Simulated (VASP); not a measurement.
# Bi in VASP: a series of runs

Bi is run at these levels: PBE; tasks: single point.

All numbers are computed with VASP 6.6.1; they aren't measurements. Logs are shortened: lines on timing, memory, paths and dates and some standing lists are left out, and cuts for length are marked.

### Step 1. The cell of the first run

The cell holds a slab with vacuum, 2 atoms: a = 4.279 Å, b = 4.279 Å, c = 28.000 Å, α = 90.00°, β = 90.00°, γ = 120.00°.

### Step 2. Single point, PBE

File INCAR:

```
SYSTEM = Bi
PREC = Accurate ; ENCUT = 520
EDIFF = 1E-6 ; ISMEAR = 0
SIGMA = 0.02 ; LREAL = .FALSE.
LASPH = .TRUE. ; NELM = 80
ALGO = Normal ; ISIF = 2
LWAVE = .FALSE. ; LCHARG = .FALSE.
LDIPOL = .TRUE. ; IDIPOL = 3
DIPOL = 0.5 0.5 0.500 ; GGA = PE
NBANDS = 22
```

File KPOINTS:

```
regular mesh
0
G
  9 9 1
  0 0 0
```

File POSCAR:

```
Bi
1.0
    4.2790000000      0.0000000000      0.0000000000
   -2.1395000000      3.7057227028      0.0000000000
    0.0000000000      0.0000000000     28.0000000000
Bi
2
Direct
    0.3333333333      0.6666666667      0.5131964286
    0.6666666667      0.3333333333      0.4868035714
```

Potentials or basis: VASP PAW PBE potentials, release 64 (Bi_d).

The run is started by

```sh
cat potpaw_PBE.64/Bi_d/POTCAR > POTCAR
mpirun -np 1 vasp_std > vasp.out
```

OUTCAR:

```text
SYSTEM = Bi
   PREC = Accurate
   ENCUT = 520
   EDIFF = 1E-6
   ISMEAR = 0
   LREAL = .FALSE.
   LASPH = .TRUE.
   NELM = 80
   ISIF = 2
   GGA = PE

 ion  position               nearest neighbor table
   1  0.333  0.667  0.513-   2 2.58   2 2.58   2 2.58
   2  0.667  0.333  0.487-   1 2.58   1 2.58   1 2.58

  LATTYP: Found a hexagonal cell.
 ALAT       =     4.2790000000
 C/A-ratio  =     6.5435849498

  Lattice vectors:

 A1 = (   4.2790000000,   0.0000000000,   0.0000000000)
 A2 = (  -2.1395000000,   3.7057227028,   0.0000000000)
 A3 = (   0.0000000000,   0.0000000000,  28.0000000000)

Analysis of symmetry for initial positions (statically):
=====================================================================
 Subroutine PRICEL returns:
 Original cell was already a primitive cell.

 Routine SETGRP: Setting up the symmetry group for a
 hexagonal supercell.

 Subroutine GETGRP returns: Found 12 space group operations
 (whereof 12 operations were pure point group operations)
 out of a pool of 24 trial point group operations.

The static configuration has the point symmetry D_3d.

Analysis of symmetry for dynamics (positions and initial velocities):
=====================================================================
 Subroutine PRICEL returns:
 Original cell was already a primitive cell.

 Routine SETGRP: Setting up the symmetry group for a
 hexagonal supercell.

 Subroutine GETGRP returns: Found 12 space group operations
 (whereof 12 operations were pure point group operations)
 out of a pool of 24 trial point group operations.

The dynamic configuration has the point symmetry D_3d.

 Subroutine INISYM returns: Found 12 space group operations
 (whereof 12 operations are pure point group operations),
 and found     1 'primitive' translations

----------------------------------------------------------------------------------------

                                     Primitive cell

  volume of cell :     443.9900

  direct lattice vectors                    reciprocal lattice vectors
     4.279000000  0.000000000  0.000000000     0.233699462  0.134926448  0.000000000
    -2.139500000  3.705722703  0.000000000     0.000000000  0.269852895  0.000000000
     0.000000000  0.000000000 28.000000000     0.000000000  0.000000000  0.035714286

  length of vectors
     4.279000000  4.279000000 28.000000000     0.269852895  0.269852895  0.035714286

  position of ions in fractional coordinates (direct lattice)
     0.333333333  0.666666667  0.513196429
     0.666666667  0.333333333  0.486803571

  ion indices of the primitive-cell ions
   primitive index   ion index
                 1           1
                 2           2

----------------------------------------------------------------------------------------

 KPOINTS: regular mesh

Automatic generation of k-mesh.
 Grid dimensions read from file:
 generate k-points for:    9    9    1

 Generating k-lattice:

  Cartesian coordinates                     Fractional coordinates (reciprocal lattice)
     0.025966607  0.014991828  0.000000000     0.111111111 -0.000000000  0.000000000
     0.000000000  0.029983655  0.000000000     0.000000000  0.111111111  0.000000000
     0.000000000  0.000000000  0.035714286     0.000000000  0.000000000  1.000000000

  Length of vectors
     0.029983655  0.029983655  0.035714286

  Shift w.r.t. Gamma in fractional coordinates (k-lattice)
     0.000000000  0.000000000  0.000000000

 Subroutine IBZKPT returns following result:
 ===========================================

 Found     12 irreducible k-points:

 Following reciprocal coordinates:
            Coordinates               Weight
  0.000000  0.000000  0.000000      1.000000
  0.111111  0.000000  0.000000      6.000000
  0.222222  0.000000  0.000000      6.000000
  0.333333  0.000000  0.000000      6.000000
  0.444444  0.000000  0.000000      6.000000
  0.111111  0.111111  0.000000      6.000000
  0.222222  0.111111  0.000000     12.000000
  0.333333  0.111111  0.000000     12.000000
  0.444444  0.111111  0.000000      6.000000
  0.222222  0.222222  0.000000      6.000000
  0.333333  0.222222  0.000000     12.000000
  0.333333  0.333333  0.000000      2.000000
   k-points           NKPTS =     12   k-points in BZ     NKDIM =     12   number of bands    NBANDS=     22
   number of dos      NEDOS =    301   number of ions     NIONS =      2
   total plane-waves  NPLWV = 215040
   dimension x,y,z NGX =    32 NGY =   32 NGZ =  210
   dimension x,y,z NGXF=    64 NGYF=   64 NGZF=  420
   ions per type =               2
   NGX,Y,Z   is equivalent  to a cutoff of  12.43, 12.43, 12.47 a.u.
   NGXF,Y,Z  is equivalent  to a cutoff of  24.87, 24.87, 24.94 a.u.
 SYSTEM =  Bi
   PREC   = accura    normal or accurate (medium, high low for compatibility)
   ISTART =      0    job   : 0-new  1-cont  2-samecut
   ICHARG =      2    charge: 1-file 2-atom 10-const
   ISPIN  =      1    spin polarized calculation?
   LNONCOLLINEAR =      F non collinear calculations
   LSORBIT =      F    spin-orbit coupling
   LASPH  =      T    aspherical Exc in radial PAW
   ENCUT  =  520.0 eV  38.22 Ry    6.18 a.u.   7.96  7.96 52.06*2*pi/ulx,y,z
   NELM   =     80;   NELMIN=  2; NELMDL= -5     # of ELM steps
   EDIFF  = 0.1E-05   stopping-criterion for ELM
   LREAL  =      F    real-space projection
   EDIFFG = 0.1E-04   stopping-criterion for IOM
   NSW    =      0    number of steps for IOM
   IBRION =     -1    ionic relax: 0-MD 1-quasi-New 2-CG
   NFREE  =      0    steps in history (QN), initial steepest desc. (CG)
   ISIF   =      2    stress and relaxation
   ISYM   =      2    0-nonsym 1-usesym 2-fastsym
   POTIM  = 0.5000    time-step for ionic-motion
   TEBEG  =    0.0;   TEEND  =   0.0 temperature during run
   PSTRESS=    0.0 pullay stress
   NELECT =      30.0000    total number of electrons
   NUPDOWN=      -1.0000    fix difference up-down
   EMIN   =  10.00;   EMAX   =-10.00  energy-range for DOS
   EFERMI =   0.00;   METHOD = LEGACY
   ISMEAR =     0;   SIGMA  =   0.02  broadening in eV -4-tet -1-fermi 0-gaus
   EFERMI_NEDOS =   21; number of points for ismear=-14 and -15
   IALGO  =     38    algorithm
   IMIX   =      4    mixing-type and parameters
     AMIX     =   0.40;   BMIX     =  1.00
     AMIX_MAG =   1.60;   BMIX_MAG =  1.00
  volume/ion in A,a.u.               =     222.00      1498.10
  Fermi-wavevector in a.u.,A,eV,Ry     =   0.666793  1.260055  6.049320  0.444613
  Thomas-Fermi vector in A             =   1.741203
   LORBIT       =      0    0 simple, 1 ext, 2 COOP (PROOUT), +10 PAW based schemes
   GGA     = PE    functional components
   LHFCALC =     F    Hartree Fock is set to
   AEXX    =    0.0000 exact exchange contribution
   IVDW    =     0    specifies the selected vdW correction
   LEPSILON=     F    determine dielectric tensor
   LRPA    =     F    only Hartree local field effects (RPA)
 non-spin polarized calculation
 Gauss-broadening in eV      SIGMA  =   0.02
  energy-cutoff  :      520.00
  volume of cell :      443.99
 maximum number of plane-waves:     12042
 NGX is ok and might be reduce to    32
   NGX = 15   NGY = 15   NGZ =105

 dipolmoment           0.000000      0.000000      0.000000 electrons x Angstroem

 number of electron      29.9999996 magnetization

 dipolmoment           0.000000      0.000000     -0.000000 electrons x Angstroem

 Free energy of the ion-electron system (eV)
  ---------------------------------------------------
  ext. energy  EPLUGINS =         0.00000000
  ---------------------------------------------------
  free energy    TOTEN  =        -3.91244280 eV

  energy without entropy =       -3.91072134  energy(sigma->0) =       -3.91158207

 E-fermi :  -2.0579     XC(G=0):  -1.8343

 val. band max:       -2.0580235709   @ k =   0.2222   0.1111   0.0000
 cond. band min:      -1.8212371766   @ k =   0.3333   0.0000   0.0000
 fundamental gap:      0.2367863943
 Fermi energy:        -2.0578677591

 k-point     1 :       0.0000    0.0000    0.0000
  band No.  band energies     occupation
      1     -26.1992      2.00000
      2     -26.1992      2.00000
      3     -25.8820      2.00000
      4     -25.8820      2.00000
      5     -25.6452      2.00000
      6     -25.3359      2.00000
[... 14 lines left out ...]
     21       1.8564      0.00000
     22       2.0659      0.00000

 k-point     2 :       0.1111    0.0000    0.0000
  band No.  band energies     occupation
      1     -26.2261      2.00000
      2     -26.2144      2.00000
      3     -25.8507      2.00000
      4     -25.8425      2.00000
      5     -25.6757      2.00000
      6     -25.3411      2.00000
[... 14 lines left out ...]
     21       1.9266      0.00000
     22       2.1989      0.00000

 k-point     3 :       0.2222    0.0000    0.0000
  band No.  band energies     occupation
      1     -26.2757      2.00000
      2     -26.2373      2.00000
      3     -25.7989      2.00000
      4     -25.7621      2.00000
      5     -25.7423      2.00000
      6     -25.3573      2.00000
[... 14 lines left out ...]
     21       2.2391      0.00000
     22       2.5934      0.00000
[... 176 lines left out ...]
 k-point    11 :       0.3333    0.2222    0.0000
  band No.  band energies     occupation
      1     -26.4294      2.00000
      2     -26.1049      2.00000
      3     -25.9604      2.00000
      4     -25.6436      2.00000
      5     -25.6073      2.00000
      6     -25.4968      2.00000
[... 14 lines left out ...]
     21       3.9240      0.00000
     22       4.2232      0.00000

 k-point    12 :       0.3333    0.3333    0.0000
  band No.  band energies     occupation
      1     -26.4519      2.00000
      2     -26.0233      2.00000
      3     -26.0233      2.00000
      4     -25.5895      2.00000
      5     -25.5741      2.00000
      6     -25.5741      2.00000
[... 14 lines left out ...]
     21       3.6154      0.00000
     22       4.7009      0.00000

------------------------ aborting loop because EDIFF is reached ----------------------------------------

 vacuum level on the upper side and lower side of the slab       (xc-potential included)        -0.007        -0.007

  FORCE on cell =-STRESS in cart. coord.  units (eV):
  Direction    XX          YY          ZZ          XY          YZ          ZX
  --------------------------------------------------------------------------------------
  -------------------------------------------------------------------------------------
  Total       18.5372714     18.5372714      3.5177269      0.0000000     -0.0000000      0.0000000
  in kB       66.8933822     66.8933822     12.6940286      0.0000000     -0.0000000      0.0000000
  external PRESSURE =      48.8269310 kB  Pullay stress =       0.0000000 kB

 VOLUME and BASIS-vectors are now :
 -----------------------------------------------------------------------------
  energy-cutoff  :      520.00
  volume of cell :      443.99
      direct lattice vectors                 reciprocal lattice vectors
     4.279000000  0.000000000  0.000000000     0.233699462  0.134926448  0.000000000
    -2.139500000  3.705722703  0.000000000     0.000000000  0.269852895  0.000000000
     0.000000000  0.000000000 28.000000000     0.000000000  0.000000000  0.035714286

 POSITION                                       TOTAL-FORCE (eV/Angst)
 -----------------------------------------------------------------------------------
     -0.00000      2.47048     14.36950         0.000000      0.000000      4.807613
      2.13950      1.23524     13.63050        -0.000000      0.000000     -4.807613
 -----------------------------------------------------------------------------------
    total drift:                                0.000000     -0.000000     -0.000000

  FREE ENERGIE OF THE ION-ELECTRON SYSTEM (eV)
  ---------------------------------------------------
  free  energy   TOTEN  =        -3.9124427988 eV

  energy  without entropy=       -3.9107213421  energy(sigma->0) =       -3.91158207

 vacuum level on the upper side and lower side of the slab         1.666         1.666
```

Wall time 3.2 min (1 thread of AMD EPYC 7R13 (Zen 3), shared host); peak memory 0.47 GiB.

Results:

```yaml
Free_energy: -3.9124 eV
Largest_force: 4.808 eV/Å
Band_gap_on_the_k_mesh: zero (bands 15 and 16 overlap by 0.28 eV)
```

Forces in eV/Å, atoms in the order of the input:
```
Bi   0.000  0.000  4.808
Bi   0.000  0.000 -4.808
```

Levels at points of the mesh, in eV from the Fermi level:
```tsv
k point	band 12	band 13	band 14	band 15	band 16	band 17	band 18	band 19
(0.00, 0.00, 0.00)	-6.84	-2.44	-2.39	-2.39	0.96	2.12	2.12	3.37
```

Caveat: spin-orbit coupling is left out, which moves the levels of the heavy elements.

[end of part 1 of 3]

The gap in the log of VASP goes by the Fermi energy; the results here count the filled bands.